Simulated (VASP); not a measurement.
GaAs (dsol), 2 atoms in the cell. Symmetry: F-43m, No. 216, cubic system. The conventional cell has a = 5.660 Å, b = 5.660 Å, c = 5.660 Å, α = 90.00°, β = 90.00°, γ = 90.00°. Within 3.2 Å of Ga (site symmetry -43m) lie 4 As at 2.45 Å. Within 3.2 Å of As (site symmetry -43m) lie 4 Ga at 2.45 Å. 

```yaml
Program: VASP 6.6.1
Task: single point
Functional: PBEsol
Potentials_or_basis: VASP PAW PBE potentials, release 64 (Ga_d, As)
Cutoff: 520 eV
k_mesh: 12 × 12 × 12
Occupations: gaussian, width 0.01 eV
Spin: no spin polarisation
Dipole_correction: no
Further_INCAR_settings: ALGO = Normal; EDIFF = 1e-07; NBANDS = 16
```

Potentials or basis: VASP PAW PBE potentials, release 64 (Ga_d, As).

Run with:

```bash
$ cat potpaw_PBE.64/Ga_d/POTCAR potpaw_PBE.64/As/POTCAR > POTCAR
$ mpirun -np 1 vasp_std > vasp.out
```

Hardware: 1 thread of Intel(R) Xeon(R) Platinum 8259CL CPU @ 2.50GHz (Skylake/Cascade Lake), on a shared host.

Task: How long does it take, and how much memory?

Result: Run time: 65 s on 1 thread of Intel(R) Xeon(R) Platinum 8259CL CPU @ 2.50GHz (Skylake/Cascade Lake), on a shared host, peak memory 0.2 GiB. Counts: scf iterations 12, k points 72.
